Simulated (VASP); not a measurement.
# MoS2 (R3m) in VASP: notebook

The runs below take MoS2 through single point, with LDA, r2SCAN.

All numbers are computed with VASP 6.6.1; they aren't measurements. Logs are shortened: lines on timing, memory, paths and dates and some standing lists are left out, and cuts for length are marked.

**1. The cell of the first run**

The structure is trigonal, space group R3m (No. 160). The conventional cell has a = 3.202 Å, b = 3.202 Å, c = 18.693 Å, α = 90.00°, β = 90.00°, γ = 120.00°. Within 3.2 Å of Mo (site symmetry 3m) lie 6 S at 2.42 Å. Within 3.2 Å of S (site symmetry 3m) lie 3 Mo at 2.42 Å and 1 S at 3.12 Å. Within 3.2 Å of S (site symmetry 3m) lie 3 Mo at 2.42 Å and 1 S at 3.12 Å.

**2. Single point, LDA**

INCAR

```
  ALGO = Normal
  EDIFF = 1E-7
  ENCUT = 520
  ISIF = 2
  ISMEAR = -1
  LASPH = T
  LCHARG = F
  LREAL = F
  LWAVE = F
  NBANDS = 20
  NELM = 80
  PREC = Accurate
  SIGMA = 0.05
```

KPOINTS

```
k-points
0
Gamma
  10 10 10
```

POSCAR

```
MoS2
1.0
    1.6007918580      0.9242176101      6.2309303335
   -1.6007918580      0.9242176101      6.2309303335
    0.0000000000     -1.8484352203      6.2309303335
Mo S
1 2
Direct
    0.0000000000      0.0000000000      0.0000000000
    0.4170000000      0.4170000000      0.4170000000
    0.2500000000      0.2500000000      0.2500000000
```

Potentials or basis: VASP PAW LDA potentials, release 64 (Mo_sv, S).

The run is started by

```bash
cat potpaw_LDA.64/Mo_sv/POTCAR potpaw_LDA.64/S/POTCAR > POTCAR
mpirun -np 1 vasp_std > vasp.out
```

OUTCAR:

```text
EDIFF = 1E-7
   ENCUT = 520
   ISIF = 2
   ISMEAR = -1
   LASPH = T
   LREAL = F
   NELM = 80
   PREC = Accurate

 ion  position               nearest neighbor table
   1  0.000  0.000  0.000-   3 2.42   3 2.42   3 2.42   2 2.42   2 2.42   2 2.42
   2  0.417  0.417  0.417-   1 2.42   1 2.42   1 2.42
   3  0.250  0.250  0.250-   1 2.42   1 2.42   1 2.42

  LATTYP: Found a trigonal (rhomboedric) cell.
 ALAT       =     6.4993234713
 COS(alpha) =     0.8786713335

  Lattice vectors:

 A1 = (   1.6007918580,   0.9242176101,   6.2309303335)
 A2 = (  -1.6007918580,   0.9242176101,   6.2309303335)
 A3 = (   0.0000000000,  -1.8484352203,   6.2309303335)

Analysis of symmetry for initial positions (statically):
=====================================================================
 Subroutine PRICEL returns:
 Original cell was already a primitive cell.

 Routine SETGRP: Setting up the symmetry group for a
 trigonal (rhombohedral) supercell.

 Subroutine GETGRP returns: Found  6 space group operations
 (whereof  6 operations were pure point group operations)
 out of a pool of 12 trial point group operations.

The static configuration has the point symmetry C_3v.

Analysis of symmetry for dynamics (positions and initial velocities):
=====================================================================
 Subroutine PRICEL returns:
 Original cell was already a primitive cell.

 Routine SETGRP: Setting up the symmetry group for a
 trigonal (rhombohedral) supercell.

 Subroutine GETGRP returns: Found  6 space group operations
 (whereof  6 operations were pure point group operations)
 out of a pool of 12 trial point group operations.

The dynamic configuration has the point symmetry C_3v.

 Subroutine INISYM returns: Found  6 space group operations
 (whereof  6 operations are pure point group operations),
 and found     1 'primitive' translations

----------------------------------------------------------------------------------------

                                     Primitive cell

  volume of cell :      55.3112

  direct lattice vectors                    reciprocal lattice vectors
     1.600791858  0.924217610  6.230930333     0.312345417  0.180332710  0.053496559
    -1.600791858  0.924217610  6.230930333    -0.312345417  0.180332710  0.053496559
     0.000000000 -1.848435220  6.230930333     0.000000000 -0.360665421  0.053496559

  length of vectors
     6.499323471  6.499323471  6.499323471     0.364611338  0.364611338  0.364611338

  position of ions in fractional coordinates (direct lattice)
     0.000000000  0.000000000  0.000000000
     0.417000000  0.417000000  0.417000000
     0.250000000  0.250000000  0.250000000

  ion indices of the primitive-cell ions
   primitive index   ion index
                 1           1
                 2           2
                 3           3

----------------------------------------------------------------------------------------

 KPOINTS: k-points

Automatic generation of k-mesh.
 Grid dimensions read from file:
 generate k-points for:   10   10   10

 Generating k-lattice:

  Cartesian coordinates                     Fractional coordinates (reciprocal lattice)
     0.031234542  0.018033271  0.005349656     0.100000000 -0.000000000 -0.000000000
    -0.031234542  0.018033271  0.005349656    -0.000000000  0.100000000 -0.000000000
     0.000000000 -0.036066542  0.005349656     0.000000000  0.000000000  0.100000000

  Length of vectors
     0.036461134  0.036461134  0.036461134

  Shift w.r.t. Gamma in fractional coordinates (k-lattice)
     0.000000000  0.000000000  0.000000000

 Subroutine IBZKPT returns following result:
 ===========================================

 Found    116 irreducible k-points:

 Following reciprocal coordinates:
            Coordinates               Weight
  0.000000  0.000000  0.000000      1.000000
  0.100000  0.000000  0.000000      6.000000
  0.200000  0.000000  0.000000      6.000000
  0.300000 -0.000000 -0.000000      6.000000
  0.400000  0.000000  0.000000      6.000000
  0.500000 -0.000000  0.000000      3.000000
[... 16 lines left out ...]
  0.300000  0.300000 -0.000000      6.000000
  0.400000  0.300000  0.000000     12.000000
 [... further k-points ...]
   k-points           NKPTS =    116   k-points in BZ     NKDIM =    116   number of bands    NBANDS=     20
   number of dos      NEDOS =    301   number of ions     NIONS =      3
   total plane-waves  NPLWV = 110592
   dimension x,y,z NGX =    48 NGY =   48 NGZ =   48
   dimension x,y,z NGXF=    96 NGYF=   96 NGZF=   96
   ions per type =               1   2
   NGX,Y,Z   is equivalent  to a cutoff of  12.28, 12.28, 12.28 a.u.
   NGXF,Y,Z  is equivalent  to a cutoff of  24.56, 24.56, 24.56 a.u.
 SYSTEM =  unknown system
   PREC   = accura    normal or accurate (medium, high low for compatibility)
   ISTART =      0    job   : 0-new  1-cont  2-samecut
   ICHARG =      2    charge: 1-file 2-atom 10-const
   ISPIN  =      1    spin polarized calculation?
   LNONCOLLINEAR =      F non collinear calculations
   LSORBIT =      F    spin-orbit coupling
   LASPH  =      T    aspherical Exc in radial PAW
   ENCUT  =  520.0 eV  38.22 Ry    6.18 a.u.  12.08 12.08 12.08*2*pi/ulx,y,z
   NELM   =     80;   NELMIN=  2; NELMDL= -5     # of ELM steps
   EDIFF  = 0.1E-06   stopping-criterion for ELM
   LREAL  =      F    real-space projection
   EDIFFG = 0.1E-05   stopping-criterion for IOM
   NSW    =      0    number of steps for IOM
   IBRION =     -1    ionic relax: 0-MD 1-quasi-New 2-CG
   NFREE  =      0    steps in history (QN), initial steepest desc. (CG)
   ISIF   =      2    stress and relaxation
   ISYM   =      2    0-nonsym 1-usesym 2-fastsym
   POTIM  = 0.5000    time-step for ionic-motion
   TEBEG  =    0.0;   TEEND  =   0.0 temperature during run
   PSTRESS=    0.0 pullay stress
   NELECT =      26.0000    total number of electrons
   NUPDOWN=      -1.0000    fix difference up-down
   EMIN   =  10.00;   EMAX   =-10.00  energy-range for DOS
   EFERMI =   0.00;   METHOD = LEGACY
   ISMEAR =    -1;   SIGMA  =   0.05  broadening in eV -4-tet -1-fermi 0-gaus
   EFERMI_NEDOS =   21; number of points for ismear=-14 and -15
   IALGO  =     38    algorithm
   IMIX   =      4    mixing-type and parameters
     AMIX     =   0.40;   BMIX     =  1.00
     AMIX_MAG =   1.60;   BMIX_MAG =  1.00
  volume/ion in A,a.u.               =      18.44       124.42
  Fermi-wavevector in a.u.,A,eV,Ry     =   1.272902  2.405435 22.045230  1.620279
  Thomas-Fermi vector in A             =   2.405755
   LORBIT       =      0    0 simple, 1 ext, 2 COOP (PROOUT), +10 PAW based schemes
   GGA     = CA    functional components
   LHFCALC =     F    Hartree Fock is set to
   AEXX    =    0.0000 exact exchange contribution
   IVDW    =     0    specifies the selected vdW correction
   LEPSILON=     F    determine dielectric tensor
   LRPA    =     F    only Hartree local field effects (RPA)
 non-spin polarized calculation
  energy-cutoff  :      520.00
  volume of cell :       55.31
 maximum number of plane-waves:      1510
   NGX = 25   NGY = 25   NGZ = 25

 number of electron      25.9999999 magnetization

 Free energy of the ion-electron system (eV)
  ---------------------------------------------------
  ext. energy  EPLUGINS =         0.00000000
  ---------------------------------------------------
  free energy    TOTEN  =       -24.39420380 eV

  energy without entropy =      -24.39420229  energy(sigma->0) =      -24.39420305

 E-fermi :   7.3818     XC(G=0): -10.9443

 val. band max:        6.9817455564   @ k =   0.5000   0.5000   0.5000
 cond. band min:       7.8981844598   @ k =  -0.2000   0.2000   0.0000
 fundamental gap:      0.9164389034
 Fermi energy:         7.3817968587

 k-point     1 :       0.0000    0.0000    0.0000
  band No.  band energies     occupation
      1     -54.2348      2.00000
      2     -28.5648      2.00000
      3     -28.3632      2.00000
      4     -28.3632      2.00000
      5      -7.7920      2.00000
      6      -6.1715      2.00000
[... 12 lines left out ...]
     19      14.8809      0.00000
     20      15.1944      0.00000

 k-point     2 :       0.1000    0.0000    0.0000
  band No.  band energies     occupation
      1     -54.2314      2.00000
      2     -28.5581      2.00000
      3     -28.3981      2.00000
      4     -28.3712      2.00000
      5      -7.6445      2.00000
      6      -6.1243      2.00000
[... 12 lines left out ...]
     19      15.2871      0.00000
     20      15.5317      0.00000

 k-point     3 :       0.2000    0.0000    0.0000
  band No.  band energies     occupation
      1     -54.2225      2.00000
      2     -28.5404      2.00000
      3     -28.4885      2.00000
      4     -28.3919      2.00000
      5      -7.2338      2.00000
      6      -5.9930      2.00000
[... 12 lines left out ...]
     19      15.4996      0.00000
     20      15.8660      0.00000

 k-point     4 :       0.3000   -0.0000   -0.0000
  band No.  band energies     occupation
      1     -54.2115      2.00000
      2     -28.5984      2.00000
      3     -28.5184      2.00000
      4     -28.4175      2.00000
      5      -6.6612      2.00000
      6      -5.8128      2.00000
[... 12 lines left out ...]
     19      14.5037      0.00000
     20      15.0242      0.00000

 k-point     5 :       0.4000    0.0000    0.0000
  band No.  band energies     occupation
      1     -54.2025      2.00000
      2     -28.6860      2.00000
      3     -28.5006      2.00000
      4     -28.4380      2.00000
      5      -6.1168      2.00000
      6      -5.6508      2.00000
[... 12 lines left out ...]
     19      13.8439      0.00000
     20      14.2928      0.00000
[... 353 lines left out ...]
      6      -5.5551      2.00000
[... 12 lines left out ...]
     19      14.8829      0.00000
     20      15.8226      0.00000

 k-point    22 :      -0.2000    0.2000    0.0000
  band No.  band energies     occupation
      1     -54.2064      2.00000
      2     -28.6170      2.00000
      3     -28.5082      2.00000
      4     -28.4619      2.00000
      5      -6.3832      2.00000
      6      -5.6962      2.00000
[... 12 lines left out ...]
     19      14.9383      0.00000
     20      15.8112      0.00000

 k-point    23 :       0.3000    0.3000   -0.0000
  band No.  band energies     occupation
      1     -54.2115      2.00000
      2     -28.5984      2.00000
      3     -28.5184      2.00000
      4     -28.4175      2.00000
      5      -6.6165      2.00000
      6      -5.8757      2.00000
[... 12 lines left out ...]
     19      14.7346      0.00000
     20      15.3021      0.00000

 k-point    24 :       0.4000    0.3000    0.0000
  band No.  band energies     occupation
      1     -54.2053      2.00000
      2     -28.6445      2.00000
      3     -28.5061      2.00000
      4     -28.4468      2.00000
      5      -6.2489      2.00000
      6      -5.7641      2.00000
[... 12 lines left out ...]
     19      14.4612      0.00000
     20      15.3634      0.00000

 [... further k-points ...]
[... 5 lines left out ...]
  --------------------------------------------------------------------------------------
  -------------------------------------------------------------------------------------
  Total       -2.8861115     -2.8861115     -2.2687119      0.0000000      0.0000000      0.0000000
  in kB      -83.6008008    -83.6008008    -65.7168415      0.0000000      0.0000000      0.0000000
  external PRESSURE =     -77.6394811 kB  Pullay stress =       0.0000000 kB

 VOLUME and BASIS-vectors are now :
 -----------------------------------------------------------------------------
  energy-cutoff  :      520.00
  volume of cell :       55.31
      direct lattice vectors                 reciprocal lattice vectors
     1.600791858  0.924217610  6.230930333     0.312345417  0.180332710  0.053496559
    -1.600791858  0.924217610  6.230930333    -0.312345417  0.180332710  0.053496559
     0.000000000 -1.848435220  6.230930333     0.000000000 -0.360665421  0.053496559

 POSITION                                       TOTAL-FORCE (eV/Angst)
 -----------------------------------------------------------------------------------
      0.00000      0.00000      0.00000         0.000000     -0.000000      0.076356
      0.00000     -0.00000      7.79489         0.000000      0.000000     -0.603911
      0.00000     -0.00000      4.67320         0.000000     -0.000000      0.527555
 -----------------------------------------------------------------------------------
    total drift:                                0.000000      0.000000     -0.000034

  FREE ENERGIE OF THE ION-ELECTRON SYSTEM (eV)
  ---------------------------------------------------
  free  energy   TOTEN  =       -24.3942038035 eV

  energy  without entropy=      -24.3942022899  energy(sigma->0) =      -24.39420305
```

It took 5.1 min on 1 thread of AMD EPYC 7R13 (Zen 3), shared host; peak memory 0.3 GiB.

What came out:

```
Free energy            : -24.3942 eV
Pressure               : -7.8 GPa
Largest force          : 0.604 eV/Å
Band gap on the k mesh : 0.92 eV, indirect (least direct gap 1.86 eV)
```

Forces on the atoms (eV/Å):
```
Mo   0.000  0.000  0.076
S    0.000  0.000 -0.604
S    0.000  0.000  0.528
```

Stress tensor (GPa, compression positive):
```
-8.36  0.00  0.00
 0.00 -8.36  0.00
 0.00  0.00 -6.57
```

A k mesh can miss the band edges. Expect the measured gap to be larger: semilocal functionals such as LDA lack the derivative discontinuity.

**3. Single point, LDA**

This run uses another cell than the first one, of 18.79 Å³/atom, 1.019 times its volume.

INCAR

```
PREC = Accurate ; ENCUT = 520
EDIFF = 1E-6 ; ISMEAR = -1
SIGMA = 0.05 ; LREAL = F
LASPH = T ; NELM = 60
ALGO = Normal ; ISIF = 2
LWAVE = F ; LCHARG = F
NBANDS = 20
```

KPOINTS

```
regular mesh
0
Gamma
  10 10 10
```

POSCAR

```
MoS2
1.0
    1.6109882594      0.9301045052      6.2706188579
   -1.6109882594      0.9301045052      6.2706188579
    0.0000000000     -1.8602090104      6.2706188579
Mo S
1 2
Direct
    0.0000000000      0.0000000000      0.0000000000
    0.4170000000      0.4170000000      0.4170000000
    0.2500000000      0.2500000000      0.2500000000
```

Potentials or basis: VASP PAW LDA potentials, release 64 (Mo_sv, S).

The run is started by

```bash
cat potpaw_LDA.64/Mo_sv/POTCAR potpaw_LDA.64/S/POTCAR > POTCAR
mpirun -np 1 vasp_std > vasp.out
```

It took 5.4 min on 1 thread of Intel Xeon Platinum 8259CL at 2.50GHz (Skylake/Cascade Lake), shared host; peak memory 0.34 GiB.

Results (log left out):

```
Free energy            : -24.3353 eV
Pressure               : -10.1 GPa
Largest force          : 0.879 eV/Å
Band gap on the k mesh : 0.93 eV, indirect (least direct gap 1.81 eV)
```

Forces in eV/Å, atoms in the order of the input:
```
Mo   0.000  0.000  0.073
S    0.000  0.000 -0.879
S    0.000  0.000  0.806
```

Stress tensor (GPa, compression positive):
```
-10.58   0.00   0.00
  0.00 -10.58   0.00
  0.00   0.00  -9.10
```

Levels at points of the mesh, in eV from the valence-band top:
```csv
k point,band 11,band 12,band 13,band 14,band 15,band 16
"(0.00, 0.00, 0.00)",-2.18,-1.19,-1.04,1.93,1.93,2.28
"(0.50, 0.00, 0.00)",-2.23,-1.58,-1.36,1.47,1.87,3.27
"(0.50, 0.50, 0.00)",-2.74,-1.75,-1.21,1.43,1.98,2.84
"(0.50, 0.50, 0.50)",-2.15,-2.15,0.00,2.02,2.02,2.16
```

A k mesh can miss the band edges. Expect the measured gap to be larger: semilocal functionals such as LDA lack the derivative discontinuity.

**4. Single point, r2SCAN**

This run uses another cell than the first one, of 17.73 Å³/atom, 0.962 times its volume.

POSCAR

```
MoS2
1.0
    1.5800000000      0.9122134253      6.1500000000
   -1.5800000000      0.9122134253      6.1500000000
    0.0000000000     -1.8244268506      6.1500000000
Mo S
1 2
Direct
    0.0000000000      0.0000000000      0.0000000000
    0.4170000000      0.4170000000      0.4170000000
    0.2500000000      0.2500000000      0.2500000000
```

INCAR.step1

```
SYSTEM = MoS2
PREC = Accurate
ENCUT = 520
ISMEAR = -1
SIGMA = 0.05
LREAL = .False.
LASPH = .True.
NELM = 60
NBANDS = 20
GGA = PE
ALGO = Normal
EDIFF = 1E-4
LWAVE = .True.
LCHARG = .False.
```

INCAR.step2

```
SYSTEM = MoS2
PREC = Accurate
ENCUT = 520
EDIFF = 1E-6
ISMEAR = -1
SIGMA = 0.05
LREAL = .False.
LASPH = .True.
NELM = 60
ALGO = Normal
ISIF = 2
LWAVE = .False.
LCHARG = .False.
METAGGA = R2SCAN
LMIXTAU = .True.
NBANDS = 20
ISTART = 1
```

KPOINTS

```
Automatic mesh
0
Gamma
  10 10 10
  0 0 0
```

Potentials or basis: VASP PAW PBE potentials, release 64 (Mo_sv, S).

The run is started by

```bash
cat potpaw_PBE.64/Mo_sv/POTCAR potpaw_PBE.64/S/POTCAR > POTCAR
cp INCAR.step1 INCAR
mpirun -np 1 vasp_std > vasp.out
cp INCAR.step2 INCAR
mpirun -np 1 vasp_std > vasp.out
```

Run time: 14 min. Hardware: 1 thread of Intel Xeon Platinum 8259CL at 2.50GHz (Skylake/Cascade Lake), shared host; peak memory 0.43 GiB.

Results (log left out):

```yaml
Free_energy: -45.0117 eV
Pressure: 4.2 GPa
Largest_force: 0.366 eV/Å
Band_gap_on_the_k_mesh: 1.07 eV, indirect (least direct gap 2.08 eV)
```

Forces in eV/Å, atoms in the order of the input:
```
Mo   0.000  0.000  0.087
S    0.000  0.000  0.279
S    0.000  0.000 -0.366
```

Stress tensor (GPa, compression positive):
```
3.96 0.00 0.00
0.00 3.96 0.00
0.00 0.00 4.76
```

Levels at points of the mesh, in eV from the valence-band top:
```csv
k point,band 9,band 10,band 11,band 12,band 13,band 14,band 15,band 16,band 17,band 18
"(0.00, 0.00, 0.00)",-3.66,-2.49,-2.49,-1.39,-1.20,2.16,2.16,2.57,2.57,6.05
"(0.50, 0.00, 0.00)",-5.30,-4.29,-2.53,-1.82,-1.55,1.69,2.14,3.69,3.75,5.63
"(0.50, 0.50, 0.00)",-4.99,-4.21,-3.11,-2.01,-1.38,1.64,2.26,3.28,4.12,6.42
"(0.50, 0.50, 0.50)",-3.68,-3.67,-2.47,-2.47,0.00,2.26,2.26,2.44,2.44,6.10
```

Caveat: the PAW data sets were made with another functional, which shifts forces and pressure a little.

**5. Summary**

```csv
level,potentials or basis,cell,gap on the mesh (eV),pressure (GPa),largest force (eV/Å)
LDA,"VASP PAW LDA potentials, release 64 (Mo_sv, S)","a = 6.499 Å, angles 28.5°, 3 atoms",0.92,-7.8,0.60
LDA,"VASP PAW LDA potentials, release 64 (Mo_sv, S)","a = 6.541 Å, angles 28.5°, 3 atoms",0.93,-10.1,0.88
r2SCAN,"VASP PAW PBE potentials, release 64 (Mo_sv, S)","a = 6.415 Å, angles 28.5°, 3 atoms",1.07,4.2,0.37
```

Alike in all rows: task single point; no spin polarisation; k mesh 10 × 10 × 10; cutoff (eV) 520; smearing fermi-dirac 0.05 eV.

Caveats: the PAW data sets were made with another functional, which shifts forces and pressure a little (some runs).

Total energies depend on the potentials used, so only differences within one code and one set of settings carry meaning.
